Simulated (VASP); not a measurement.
**I: single point with PBE**

The system is I.

```
I
1.0
     0.00000    4.00427    4.00427
     4.00427    0.00000    4.00427
     4.00427    4.00427    0.00000
I
2
Cartesian
  0.0000 0.0000 0.0000
  2.0021 2.0021 2.0021
```

| Property | Result |
| --- | --- |
| Program | VASP 6.6.1 |
| Task | single point |
| Functional | PBE |
| Potentials or basis | VASP PAW PBE potentials, release 64 (I) |
| Cutoff | 520 eV |
| k mesh | 12 × 12 × 12 |
| Occupations | fermi-dirac, width 0.0612256 eV |
| Spin | no spin polarisation |

The pressure is -0.6 GPa. The band gap on the k mesh is zero (band 7 reaches 0.12 eV, above the bottom of band 8 at -0.91 eV).

Levels at points of the mesh, in eV from the Fermi level:
| k point | band 4 | band 5 | band 6 | band 7 | band 8 | band 9 | band 10 | band 11 |
| --- | --- | --- | --- | --- | --- | --- | --- | --- |
| (0.00, 0.00, 0.00) | -2.31 | -2.31 | -0.73 | -0.73 | -0.73 | 4.53 | 7.08 | 7.08 |
| (0.50, 0.00, 0.00) | -2.62 | -2.62 | -0.27 | -0.27 | -0.15 | 6.33 | 6.45 | 7.07 |
| (0.50, 0.50, 0.00) | -2.93 | -1.52 | -1.52 | 0.30 | 0.30 | 5.86 | 5.86 | 8.26 |

Wall time 2.5 min on 1 thread of Oxide Virtual Turin-like Processor, on a shared host, peak memory 0.27 GiB.

Caveat: spin-orbit coupling is left out, which moves the levels of the heavy elements.
